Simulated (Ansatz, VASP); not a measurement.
# One calculation of HfO2, two programs

Contents of INCAR:

```
SYSTEM = HfO2
PREC = Accurate
ENCUT = 520
EDIFF = 1E-6
ISMEAR = 0
SIGMA = 0.01
LREAL = .FALSE.
LASPH = .TRUE.
NELM = 80
ALGO = Normal
ISIF = 2
LWAVE = .FALSE.
LCHARG = .FALSE.
GGA = PE
NBANDS = 31
```

Contents of KPOINTS:

```
regular mesh
0
G
  6 6 4
  0 0 0
```

File POSCAR:

```
HfO2
1.0
    3.5580190000      0.0000000000      0.0000000000
    0.0000000000      3.5580190000      0.0000000000
    0.0000000000      0.0000000000      5.1718610000
Hf O
2 4
Direct
    0.5000000000      0.5000000000      0.5000000000
    0.0000000000      0.0000000000      0.0000000000
    0.0000000000      0.5000000000      0.6972080000
    0.5000000000      0.0000000000      0.8027920000
    0.5000000000      0.0000000000      0.3027920000
    0.0000000000      0.5000000000      0.1778726002
```

Input for Ansatz:

```yaml
crystal:
  lattice:
    - [3.558019, 0.0, 0.0]
    - [0.0, 3.558019, 0.0]
    - [0.0, 0.0, 5.171861]
  atoms:
    - { symbol: Hf, position: [0.5, 0.5, 0.5] }
    - { symbol: Hf, position: [0.0, 0.0, 0.0] }
    - { symbol: O, position: [0.0, 0.5, 0.697208] }
    - { symbol: O, position: [0.5, 0.0, 0.802792] }
    - { symbol: O, position: [0.5, 0.0, 0.302792] }
    - { symbol: O, position: [0.0, 0.5, 0.17787260022804172] }
basis:
  ecutwfc: 450.0
kpoints:
  mp_grid:
    grid: [6, 6, 4]
hamiltonian:
  xc: pbe
  pseudopotentials:
    kind: paw
scf:
  occupations:
    method: fixed
output:
  forces: true
```

Alike in both runs: task single point; functional PBE; k mesh 6 × 6 × 4; no spin polarisation.

|  | VASP | Ansatz |
| --- | --- | --- |
| version | VASP 6.6.1 | Ansatz 0.2.0 |
| potentials or method | VASP PAW PBE potentials, release 64 (Hf_pv, O), cutoff 520 eV | plane waves, PAW |
| occupations | gaussian, width 0.01 eV | fixed |
| valence electrons in the cell | 44 | 76 |

VASP gave:

| Item | Value |
| --- | --- |
| rms of the force components (eV/Å) | 0.453 |

Q: Which values does Ansatz return?

A: rms of the force components (eV/Å): 0.459.

Atom by atom the forces differ by 0.021 eV/Å (rms over components). VASP's potentials hold 44 valence electrons a cell and Ansatz's 76, so a difference there can come from the potentials and not from the codes.

Neither program's run includes spin-orbit coupling.
